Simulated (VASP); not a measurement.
Wanted: the native input for a VASP 6.6.1 run.

```
Task                   : single point
Functional             : PBE
Potentials or basis    : VASP PAW PBE potentials, release 64 (La)
Cutoff                 : 520 eV
k mesh                 : 12 × 12 × 12
Occupations            : gaussian, width 0.05 eV
Spin                   : no spin polarisation
Dipole correction      : no
Further INCAR settings : ALGO = Fast; EDIFF = 1e-07; NBANDS = 12
```

The structure of La lies in POSCAR:

```
La
1.0
    0.0000000000      2.6362201090      2.6362201090
    2.6362201090      0.0000000000      2.6362201090
    2.6362201090      2.6362201090      0.0000000000
La
1
Direct
    0.0000000000      0.0000000000      0.0000000000
```

This isn't the form of La at room conditions, which is double hcp.

One way to write it, as run:

INCAR

```
SYSTEM = La
PREC = Accurate ; ENCUT = 520
EDIFF = 1E-7 ; ISMEAR = 0
SIGMA = 0.05 ; LREAL = .False.
LASPH = .True. ; NELM = 60
ALGO = Fast ; ISIF = 2
LWAVE = .False. ; LCHARG = .True.
GGA = PE ; LELF = .True.
LVHAR = .True. ; NBANDS = 12
```

KPOINTS

```
Automatic mesh
0
Gamma
  12 12 12
  0 0 0
```

Potentials or basis: VASP PAW PBE potentials, release 64 (La).

Command:

```sh
$ cat potpaw_PBE.64/La/POTCAR > POTCAR
$ mpirun -np 1 vasp_std > vasp.out
```

Results of the run:

| Property | Result |
| --- | --- |
| Pressure | 0.1 GPa |
| Band gap on the k mesh | zero (an odd number of electrons rules out a gap without spin polarisation) |

Caveat: spin-orbit coupling is left out, which moves the levels of the heavy elements.

It took 3.4 min on 1 thread of AMD EPYC 7R13, with other jobs on the host, peak memory 0.16 GiB.
